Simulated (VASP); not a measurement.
TaN: single point with PBEsol+U

Crystal: TaN.

```
Ta N
1.0
     0.00000    2.21132    2.21132
     2.21132    0.00000    2.21132
     2.21132    2.21132    0.00000
Ta N
1 1
Direct
  0.50000 0.50000 0.50000
  0.00000 0.00000 0.00000
```

| Quantity | Value |
| --- | --- |
| Program | VASP 6.6.1 |
| Task | single point |
| Functional | PBEsol |
| Potentials or basis | VASP PAW PBE potentials, release 64 (Ta_pv, N) |
| Cutoff | 520 eV |
| k mesh | 10 × 10 × 10 |
| Occupations | fermi-dirac, width 0.05 eV |
| Spin | no spin polarisation |
| Hubbard terms | Ta d U = 2.0 eV |
| Dipole correction | no |
| Further INCAR settings | ALGO = Normal; EDIFF = 1e-07; NBANDS = 15 |

```
Pressure               : -4.2 GPa
Band gap on the k mesh : zero (band 8 reaches 11.34 eV, above the bottom of band 9 at 7.38 eV)
```

Levels at points of the mesh, in eV from the Fermi level:
```tsv
k point	band 4	band 5	band 6	band 7	band 8	band 9	band 10	band 11	band 12	band 13
(0.00, 0.00, 0.00)	-18.84	-3.88	-3.88	-3.88	-2.08	-2.08	-2.08	0.16	0.16	1.18
(0.50, 0.00, 0.00)	-15.85	-10.42	-7.48	-7.48	1.89	1.89	1.93	3.49	7.45	7.45
(0.50, 0.50, 0.00)	-17.47	-6.80	-5.41	-4.73	-4.73	2.19	3.51	3.51	4.42	6.32
```

Eigenvalues of the final occupation matrices:
| site | spin | trace | eigenvalues |
| --- | --- | --- | --- |
| site 1 d | 1 | 1.20 | 0.20 0.20 0.27 0.27 0.27 |
| site 1 d | 2 | 1.20 | 0.20 0.20 0.27 0.27 0.27 |

Wall time 16 s on 1 thread of Intel Xeon 8259CL (shared host), peak memory 0.15 GiB.

Caveat: the PAW data sets were made with another functional, which shifts forces and pressure a little; spin-orbit coupling is left out, which moves the levels of the heavy elements; U without spin polarisation on a metal has little footing.
